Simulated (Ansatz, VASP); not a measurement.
## One calculation of Si, two programs

```xyz
4
Lattice="-0.0020 3.4596 0.0008 1.6416 1.7281 -3.0924 -4.9401 1.7316 -3.0982" Properties=species:S:1:pos:R:3 pbc="T T T"
Si   -1.6542    3.4614   -4.2734
Si    0.0000    1.7273   -1.1898
Si   -3.2926    5.1884   -5.0120
Si   -1.6542    3.4614   -1.9045
```

Change from the starting cell: cell x2, atoms moved at random (sigma 0.05 Å) and cell strained at random (1.5 %), then relaxed without symmetry.

Alike in both runs: functional PBE; k mesh 8 × 8 × 8; occupations gaussian, width 0.2 eV; no spin polarisation.

Ansatz relaxed the structure, and its values are those at the end. VASP's run is a single point on that final structure, the one shown.

|  | VASP | Ansatz |
| --- | --- | --- |
| version | VASP 6.6.1 | Ansatz 0.2.0 |
| potentials or method | VASP PAW PBE potentials, release 64 (Si), cutoff 520 eV | scalar-relativistic, plane waves, PAW |
| valence electrons in the cell | 16 | 16 |

Ansatz gave:

- gap on the k mesh at the Fermi level (eV): none
- pressure (GPa): 0.0
- rms of the force components (eV/Å): 0.009

What did VASP give for the same quantities?

gap on the k mesh at the Fermi level (eV): none; pressure (GPa): -0.1; rms of the force components (eV/Å): 0.011.

A gap of «none» marks a metal or a gap that the smearing closes. The functional is the same, so the differences come from potentials, cutoffs and numerics.
